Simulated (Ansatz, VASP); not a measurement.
InSb3 in VASP and in Ansatz

INCAR

```
PREC = Accurate
ENCUT = 520
EDIFF = 1E-6
ISMEAR = 0
SIGMA = 0.15
LREAL = F
LASPH = T
NELM = 100
ALGO = Normal
ISIF = 2
LWAVE = F
LCHARG = T
GGA = PS
IVDW = 12
LELF = T
LVHAR = T
NBANDS = 22
```

The input KPOINTS:

```
regular mesh
0
Gamma
  12 12 12
```

The input POSCAR:

```
InSb3
1.0
    0.0000000000      3.6029904843      3.7831400085
    3.6029904843      0.0000000000      3.7831400085
    3.6029904843      3.6029904843      0.0000000000
In Sb
1 3
Direct
    0.0000000000      0.0000000000      0.0000000000
    0.2500000000      0.2500000000      0.2500000000
    0.7500000000      0.7500000000      0.7500000000
    0.5000000000      0.5000000000      0.5000000000
```

Input for Ansatz:

```yaml
crystal:
  lattice:
    - [0.0, 3.6029904843, 3.7831400085]
    - [3.6029904843, 0.0, 3.7831400085]
    - [3.6029904843, 3.6029904843, 0.0]
  atoms:
    - { symbol: In, position: [0.0, 0.0, 0.0] }
    - { symbol: Sb, position: [0.25, 0.25, 0.25] }
    - { symbol: Sb, position: [0.75, 0.75, 0.75] }
    - { symbol: Sb, position: [0.5, 0.5, 0.5] }
basis:
  ecutwfc: 420
kpoints:
  mp_grid: { grid: [12, 12, 12] }
hamiltonian:
  xc: pbesol
  dispersion: d3bj
scf:
  occupations: { method: gaussian, width: 0.15 }
output:
  forces: true
  stress: true
  eigenvalues: true
```

Alike in both runs: task single point; functional PBEsol; dispersion D3(BJ); k mesh 12 × 12 × 12; occupations gaussian, width 0.15 eV; no spin polarisation.

|  | VASP | Ansatz |
| --- | --- | --- |
| version | VASP 6.6.1 | Ansatz 0.2.0 |
| potentials or method | VASP PAW PBE potentials, release 64 (In_d, Sb), cutoff 520 eV | scalar-relativistic, plane waves, PAW |
| valence electrons in the cell | 28 | 58 |

|  | VASP | Ansatz | Ansatz less VASP |
| --- | --- | --- | --- |
| gap on the k mesh at the Fermi level (eV) | none | none | - |
| pressure (GPa) | 0.4 | 0.3 | -0.03 |
| traceless stress, the component that is largest in VASP (GPa) | -0.95 | -0.94 | +0.002 |

VASP's potentials were made for PBE, not for PBEsol. A gap of «none» marks a metal or a gap that the smearing closes. VASP's potentials hold 28 valence electrons a cell and Ansatz's 58, so a difference there can come from the potentials and not from the codes.

Spin-orbit coupling is off throughout.
